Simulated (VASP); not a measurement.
# WS2 in VASP: notebook, part 2 of 2

VASP 6.6.1. The steps go on from the part before.

### Step 5. Single point, PBE+D3(BJ) (strain along y +0.020, then relaxed in part)

File INCAR:

```
PREC = Accurate ; ENCUT = 520
EDIFF = 1E-6 ; ISMEAR = 0
SIGMA = 0.02 ; LREAL = F
LASPH = T ; NELM = 80
ALGO = Normal ; ISIF = 2
LWAVE = F ; LCHARG = T
LDIPOL = T ; IDIPOL = 3
DIPOL = 0.5 0.5 0.500 ; GGA = PE
IVDW = 12 ; LELF = T
LVHAR = T ; LVACPOTAV = T
NBANDS = 20
```

File KPOINTS:

```
Automatic mesh
0
Gamma
  12 12 1
```

File POSCAR:

```
WS2
1.0
    3.1597400630      0.0000000000      0.0000000000
   -1.5798700315      2.7911434672      0.0000000000
    0.0000000000      0.0000000000     32.2905332489
S W
2 1
Direct
    0.3336826320      0.6673652641      0.4515457327
    0.3336826320      0.6673652641      0.5484542673
    0.6659680693      0.3319361386      0.5000000000
```

Command:

```console
> cat potpaw_PBE.64/S/POTCAR potpaw_PBE.64/W_sv/POTCAR > POTCAR
> mpirun -np 1 vasp_std > vasp.out
```

It took 5.1 min on 1 thread of Intel Xeon Platinum 8488C (Sapphire Rapids), shared host; peak memory 0.51 GiB.

It converged, with:

```yaml
Free_energy: -24.5795 eV
Largest_force: 0.006 eV/Å
Band_gap_on_the_k_mesh: 1.78 eV
Dispersion_energy_per_atom: -0.304 eV
Ionisation_potential_of_the_upper_face: 5.70 eV
```

Forces on the atoms (eV/Å):
```
S    0.000  0.003 -0.006
S    0.000  0.003  0.006
W    0.000 -0.006  0.000
```

Levels at points of the mesh, in eV from the valence-band top:
```
           k point  band 9  band 10  band 11  band 12  band 13  band 14  band 15  band 16  band 17  band 18
(0.00, 0.00, 0.00)   -2.75    -2.08    -1.71    -1.57    -0.01     2.81     2.93     2.93     3.14     4.96
(0.50, 0.00, 0.00)   -4.40    -3.48    -2.08    -1.36    -0.88     2.80     3.31     4.03     4.69     5.13
(0.00, 0.50, 0.00)   -4.43    -3.26    -2.16    -1.17    -0.98     2.80     3.25     4.11     4.77     5.05
```

Caveat: the cell differs from its parent crystal (strain along y +0.020, then relaxed in part); spin-orbit coupling is left out, which moves the levels of the heavy elements.

### Step 6. Single point, PBE+D3(BJ)

This run uses another cell than the first one: it holds 27 atoms, not 3.

File INCAR:

```
PREC = Accurate
ENCUT = 520
EDIFF = 1E-6
ISMEAR = 0
SIGMA = 0.05
LREAL = Auto
LASPH = T
NELM = 80
ALGO = Normal
ISIF = 2
LWAVE = F
LCHARG = T
LDIPOL = T
IDIPOL = 3
DIPOL = 0.5 0.5 0.356
GGA = PE
IVDW = 12
LELF = T
LVHAR = T
LVACPOTAV = T
NBANDS = 136
LUSENCCL = F
```

File KPOINTS:

```
Automatic mesh
0
Gamma
  2 2 1
```

File POSCAR:

```
WS2
1.0
    9.4716094029      0.0000000000      0.0000000000
   -4.7358047015      8.2026543577      0.0000000000
    0.0000000000      0.0000000000     26.8797666289
S W
18 9
Direct
    0.4444444444      0.2222222222      0.2976216315
    0.4444444444      0.5555555556      0.2976216315
    0.4444444444      0.8888888889      0.2976216315
    0.7777777778      0.2222222222      0.2976216315
    0.7777777778      0.5555555556      0.2976216315
    0.7777777778      0.8888888889      0.2976216315
    0.1111111111      0.2222222222      0.2976216315
    0.1111111111      0.5555555556      0.2976216315
    0.1111111111      0.8888888889      0.2976216315
    0.4443365213      0.2222238392      0.4150499667
    0.4438118597      0.5554390563      0.4148962089
    0.4446559626      0.8889321678      0.4149819812
    0.7778599219      0.2222574809      0.4150014272
    0.7782947303      0.5556308067      0.4148269440
    0.7777982335      0.8888871398      0.4150163077
    0.1109438141      0.2223244328      0.4147256200
    0.1110768184      0.5550471207      0.4148399797
    0.1110726750      0.8889648587      0.4150174563
    0.2221959526      0.1111239908      0.3562859307
    0.2222222814      0.4443742727      0.3562277002
    0.2222530587      0.7777607352      0.3563411634
    0.5555404892      0.1111084583      0.3563098710
    0.5554500340      0.4445032167      0.3563454286
    0.5555125726      0.7776905172      0.3563199435
    0.8887986124      0.1110415869      0.3562545997
    0.8889706231      0.4443483745      0.3562264494
    0.8889398933      0.7778564278      0.3562843937
```

Potentials or basis: VASP PAW PBE potentials, release 64 (S, W_sv).

Command:

```console
> cat potpaw_PBE.64/S/POTCAR potpaw_PBE.64/W_sv/POTCAR > POTCAR
> mpirun -np 1 vasp_std > vasp.out
```

OUTCAR:

```text
PREC = Accurate
   ENCUT = 520
   EDIFF = 1E-6
   ISMEAR = 0
   LREAL = Auto
   LASPH = T
   NELM = 80
   ISIF = 2
   GGA = PE
   IVDW = 12
 IVDW          = 12

 ion  position               nearest neighbor table
   1  0.444  0.222  0.298-  19 2.41  22 2.41  23 2.41
   2  0.444  0.556  0.298-  20 2.41  23 2.41  24 2.41
   3  0.444  0.889  0.298-  22 2.41  21 2.41  24 2.41
   4  0.778  0.222  0.298-  26 2.41  25 2.41  22 2.41
   5  0.778  0.556  0.298-  26 2.41  27 2.41  23 2.41
   6  0.778  0.889  0.298-  25 2.41  27 2.41  24 2.41
[... 10 lines left out ...]
  17  0.111  0.555  0.415-  20 2.41  26 2.41  21 2.41
[... 5 lines left out ...]
  21  0.222  0.778  0.356-  17 2.41  12 2.41   3 2.41   8 2.41  18 2.41   9 2.41  24 3.16  22 3.16
[... 778 lines left out ...]
  in kB       0.48047     0.48702     0.04340    -0.00003     0.03040     0.00098
  external pressure =        0.34 kB  Pullay stress =        0.00 kB

 VOLUME and BASIS-vectors are now :
 -----------------------------------------------------------------------------
  energy-cutoff  :      520.00
  volume of cell :     2088.35
      direct lattice vectors                 reciprocal lattice vectors
     9.471609403  0.000000000  0.000000000     0.105578678  0.060955878 -0.000000000
    -4.735804702  8.202654358  0.000000000     0.000000000  0.121911756  0.000000000
     0.000000000  0.000000000 26.879766629     0.000000000 -0.000000000  0.037202704

 POSITION                                       TOTAL-FORCE (eV/Angst)
 -----------------------------------------------------------------------------------
      3.15720      1.82281      8.00000        -0.000742      0.009263      0.014895
      1.57860      4.55703      8.00000         0.011855      0.003029     -0.014517
     -0.00000      7.29125      8.00000        -0.000711     -0.000917      0.012618
      6.31441      1.82281      8.00000        -0.008908     -0.013218     -0.015568
      4.73580      4.55703      8.00000        -0.010607      0.000046      0.000962
      3.15720      7.29125      8.00000        -0.003698     -0.010220     -0.007187
[... 19 lines left out ...]
      6.31564      3.64484      9.57528        -0.012262     -0.009541      0.003809
      4.73592      6.38049      9.57684         0.006290      0.005695     -0.001968
 -----------------------------------------------------------------------------------
    total drift:                               -0.001113     -0.000464     -0.009930

  FREE ENERGIE OF THE ION-ELECTRON SYSTEM (eV)
  ---------------------------------------------------
  free  energy   TOTEN  =      -221.3449929620 eV

  energy  without entropy=     -221.3449929620  energy(sigma->0) =     -221.34499296

 vacuum level on the upper side and lower side of the slab         2.867         2.866
```

OSZICAR:

```text
N       E                     dE             d eps       ncg     rms          rms(c)
DAV:   1     0.222014277989E+04    0.22201E+04   -0.11292E+05  1328   0.135E+03
DAV:   2     0.508842044264E+02   -0.21693E+04   -0.21312E+04  1480   0.313E+02
DAV:   3    -0.215746389885E+03   -0.26663E+03   -0.26541E+03  1280   0.106E+02
DAV:   4    -0.224876832387E+03   -0.91304E+01   -0.90515E+01  1240   0.216E+01
[... 19 lines left out ...]
DAV:  24    -0.212963814968E+03   -0.21387E-04   -0.54683E-07   824   0.101E-03    0.452E-04
DAV:  25    -0.212963819811E+03   -0.48435E-05   -0.56924E-08   760   0.531E-04    0.367E-04
DAV:  26    -0.212963826261E+03   -0.64494E-05   -0.14896E-07   768   0.456E-04    0.128E-04
DAV:  27    -0.212963829897E+03   -0.36365E-05   -0.11940E-07   752   0.336E-04    0.137E-04
DAV:  28    -0.212963830296E+03   -0.39850E-06   -0.12574E-08   640   0.174E-04
   1 F= -.22134499E+03 E0= -.22134499E+03  d E =-.105449E-11
```

stdout:

```text
Offloading initialized ...    1 GPUs detected
 POSCAR found type information on POSCAR S W
 POSCAR found :  2 types and      27 ions
 scaLAPACK will be used selectively (only on CPU)
 LDA part: xc-table for (Slater+PW92), standard interpolation
 POSCAR, INCAR and KPOINTS ok, starting setup
 FFT: planning ... GRIDC
 FFT: planning ... GRID_SOFT
 FFT: planning ... GRID
 WAVECAR not read
 entering main loop
 -----------------------------------------------------------------------------
|                                                                             |
|           W    W    AA    RRRRR   N    N  II  N    N   GGGG   !!!           |
|           W    W   A  A   R    R  NN   N  II  NN   N  G    G  !!!           |
|           W    W  A    A  R    R  N N  N  II  N N  N  G       !!!           |
|           W WW W  AAAAAA  RRRRR   N  N N  II  N  N N  G  GGG   !            |
|           WW  WW  A    A  R   R   N   NN  II  N   NN  G    G                |
|           W    W  A    A  R    R  N    N  II  N    N   GGGG   !!!           |
|                                                                             |
|     Did not find any points to average over, which means that no vacuum     |
|     field-free region was found. Please increase the size of  your cell     |
|     in the dimension of the dipole correction to obtain accurate            |
|     workfunction values.                                                    |
|                                                                             |
 -----------------------------------------------------------------------------
```

Wall time 3.9 min (1 × NVIDIA H100 80GB with 1 thread of AMD EPYC 7R13 (Zen 3), shared host); peak memory 2.6 GiB.

What came out:

```yaml
Free_energy: -221.3450 eV
Largest_force: 0.092 eV/Å
Band_gap_on_the_k_mesh: 1.93 eV
Dispersion_energy_per_atom: -0.310 eV
```

Forces in eV/Å, atoms in the order of the input:
```
S   -0.001  0.009  0.015
S    0.012  0.003 -0.015
S   -0.001 -0.001  0.013
S   -0.009 -0.013 -0.016
S   -0.011  0.000  0.001
S   -0.004 -0.010 -0.007
S    0.000 -0.016 -0.033
S    0.003  0.014 -0.024
S    0.008 -0.001  0.004
S    0.007  0.003 -0.022
S    0.057  0.006  0.047
S   -0.020 -0.005  0.006
S   -0.006 -0.002 -0.018
S   -0.046 -0.010  0.047
S    0.001 -0.003 -0.015
S    0.018 -0.016  0.089
S   -0.020  0.039  0.049
S    0.008 -0.004 -0.012
W    0.023 -0.014 -0.005
W   -0.016  0.012 -0.046
W   -0.005  0.007 -0.021
W   -0.002  0.012  0.007
W    0.027 -0.018 -0.025
W    0.001  0.021 -0.024
W   -0.018 -0.008  0.004
W   -0.012 -0.010  0.004
W    0.006  0.006 -0.002
```

Caveat: spin-orbit coupling is left out, which moves the levels of the heavy elements.

### Step 7. Summary

```tsv
cell	k mesh	smearing	gap on the mesh (eV)	largest force (eV/Å)
a = 3.097, b = 3.144, c = 32.291 Å, angles 90.0, 90.0, 119.5°, 3 atoms, atomic positions A	12 × 12 × 1	gaussian 0.02 eV	1.92	0.01
a = 3.160, b = 3.112, c = 32.291 Å, angles 90.0, 90.0, 120.5°, 3 atoms, atomic positions B	12 × 12 × 1	gaussian 0.02 eV	1.93	0.01
a = 3.223, b = 3.176, c = 32.291 Å, angles 90.0, 90.0, 120.5°, 3 atoms, atomic positions C	12 × 12 × 1	gaussian 0.02 eV	1.78	0.01
a = 3.160, b = 3.207, c = 32.291 Å, angles 90.0, 90.0, 119.5°, 3 atoms, atomic positions D	12 × 12 × 1	gaussian 0.02 eV	1.78	0.01
a = 9.472, b = 9.472, c = 26.880 Å, angles 90.0, 90.0, 120.0°, 27 atoms, atomic positions E	2 × 2 × 1	gaussian 0.05 eV	1.93	0.09
```

Alike in all rows: task single point; level PBE+D3(BJ); potentials or basis VASP PAW PBE potentials, release 64 (S, W_sv); no spin polarisation; cutoff (eV) 520.

Caveats: spin-orbit coupling is left out, which moves the levels of the heavy elements.

Total energies depend on the potentials used, so only differences within one code and one set of settings carry meaning.
